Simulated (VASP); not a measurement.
Input of a VASP 6.6.1 run:

INCAR

```
SYSTEM = TiC
  ALGO = Normal
  EDIFF = 1E-6
  ENCUT = 520
  GGA = PS
  ISIF = 2
  ISMEAR = 0
  LASPH = .TRUE.
  LCHARG = .FALSE.
  LREAL = .FALSE.
  LWAVE = .FALSE.
  NBANDS = 42
  NELM = 100
  PREC = Accurate
  SIGMA = 0.15
```

Contents of KPOINTS:

```
k-points
0
G
  14 14 14
  0 0 0
```

The input POSCAR:

```
TiC
1.0
    4.2933709355      0.0000000000      0.0000000000
    0.0000000000     -4.2933709355      0.0000000000
    0.0000000000      0.0000000000     -4.2933709355
Ti C
4 4
Direct
    0.0310478647      0.0000000000      0.0000000000
    0.5000000000      0.5000000000      0.0000000000
    0.5000000000      0.0000000000      0.5000000000
    0.0000000000      0.5000000000      0.5000000000
    0.5000000000      0.0000000000      0.0000000000
    0.0000000000      0.5000000000      0.0000000000
    0.0000000000      0.0000000000      0.5000000000
    0.5000000000      0.5000000000      0.5000000000
```

Potentials or basis: VASP PAW PBE potentials, release 64 (Ti_sv, C).

Run with:

```console
$ cat potpaw_PBE.64/Ti_sv/POTCAR potpaw_PBE.64/C/POTCAR > POTCAR
$ mpirun -np 1 vasp_std > vasp.out
```

(1) What does it give for the pressure?

(2) Estimate the largest force.

Results:

(1) 1.0 GPa.

(2) 2.290 eV/Å.

Caveat: the cell differs from its parent crystal (atom 1 (Ti) moved +0.133 Å along Cartesian [1 0 0]); the PAW data sets were made with another functional, which shifts forces and pressure a little.
